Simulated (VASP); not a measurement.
CdS, 2 atoms in the cell. Symmetry: R3m, No. 160, trigonal system. Conventional cell: a = 4.254 Å, b = 4.254 Å, c = 9.967 Å, α = 90.00°, β = 90.00°, γ = 120.00°. Within 3.4 Å of Cd (site symmetry 3m) lie 4 S at 2.56 to 2.57 Å. S (site symmetry 3m) has 4 Cd at 2.56 to 2.57 Å within 3.4 Å.  This cell differs from its parent crystal: epitaxial 111 strain +2.3%.

```yaml
Program: VASP 6.6.1
Task: single point
Functional: PBE
Potentials_or_basis: VASP PAW PBE potentials, release 64 (Cd, S)
Cutoff: 520 eV
k_mesh: 8 × 8 × 8
Occupations: fermi-dirac, width 0.02 eV
Spin: no spin polarisation
Dipole_correction: no
Further_INCAR_settings: ALGO = Normal; EDIFF = 1e-07; NBANDS = 16
```

Potentials or basis: VASP PAW PBE potentials, release 64 (Cd, S).

Launch:

```sh
$ cat potpaw_PBE.64/Cd/POTCAR potpaw_PBE.64/S/POTCAR > POTCAR
$ mpirun -np 1 vasp_std > vasp.out
```

Hardware: 1 thread of Intel Xeon 8259CL, with other jobs on the host.

**Question.** How long does it take, and how much memory?

**Answer.** Run time: 52 s on 1 thread of Intel Xeon 8259CL (shared host), peak memory 0.21 GiB. Counts: scf iterations 14, k points 65.
